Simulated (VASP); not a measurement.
Input of a VASP 6.6.1 run:

File INCAR:

```
PREC     = Accurate       # precision mode
ENCUT    = 600            # plane-wave cutoff, eV
EDIFF    = 1E-7           # SCF threshold, eV
ISMEAR   = 0              # smearing method
SIGMA    = 0.02           # smearing width, eV
LREAL    = False          # projectors in reciprocal space
LASPH    = True           # aspherical terms in the spheres
NELM     = 150            # most SCF steps
ALGO     = Normal         # electronic algorithm
ISIF     = 3              # what is computed and relaxed
LWAVE    = False          # write WAVECAR
LCHARG   = False          # write CHGCAR
LMAXMIX  = 4              # l up to which the mixer works
LDAU     = True           # DFT+U
LDAUTYPE = 2            
LDAUL    = -1 2 -1        # shell
LDAUU    = 0 4 0          # U, eV
LDAUJ    = 0 0 0        
LDAUPRINT= 1            
GGA      = PE             # functional
IBRION   = 2              # ionic algorithm
NSW      = 100            # ionic steps
EDIFFG   = -0.005         # ionic threshold
```

KPOINTS

```
Automatic mesh
0
Gamma
  8 8 8
```

POSCAR

```
BaTiO3
1.0
    3.9998000000      0.0000000000      0.0000000000
    0.0000000000      3.9998000000      0.0000000000
    0.0000000000      0.0000000000      4.0180000000
Ba Ti O
1 1 3
Direct
    0.0000000000      0.0000000000      0.0000000000
    0.5000000000      0.5000000000      0.4900000000
    0.5000000000      0.5000000000      0.0190000000
    0.5000000000      0.0000000000      0.5170000000
    0.0000000000      0.5000000000      0.5170000000
```

Potentials or basis: VASP PAW PBE potentials, release 64 (Ba_sv, Ti_sv, O).

The run is started by

```console
$ cat potpaw_PBE.64/Ba_sv/POTCAR potpaw_PBE.64/Ti_sv/POTCAR potpaw_PBE.64/O/POTCAR > POTCAR
$ mpirun -np 1 vasp_std > vasp.out
```

What does it give for the space group after relaxing (to 0.1 Å)?

Pm-3m (No. 221).

What does it give for the band gap on the k mesh?

2.12 eV (least direct gap 2.34 eV).

What does it give for the relaxed cell?

a = 4.056 Å, b = 4.056 Å, c = 4.056 Å, α = 90.00°, β = 90.00°, γ = 90.00°.

Eigenvalues of the final occupation matrices:
| site | spin | trace | eigenvalues |
| --- | --- | --- | --- |
| site 2 d | 1 | 0.77 | 0.10 0.10 0.10 0.23 0.23 |
| site 2 d | 2 | 0.77 | 0.10 0.10 0.10 0.23 0.23 |

Caveat: spin-orbit coupling is left out, which moves the levels of the heavy elements. PBE usually gives volumes a little too large and moduli too small.
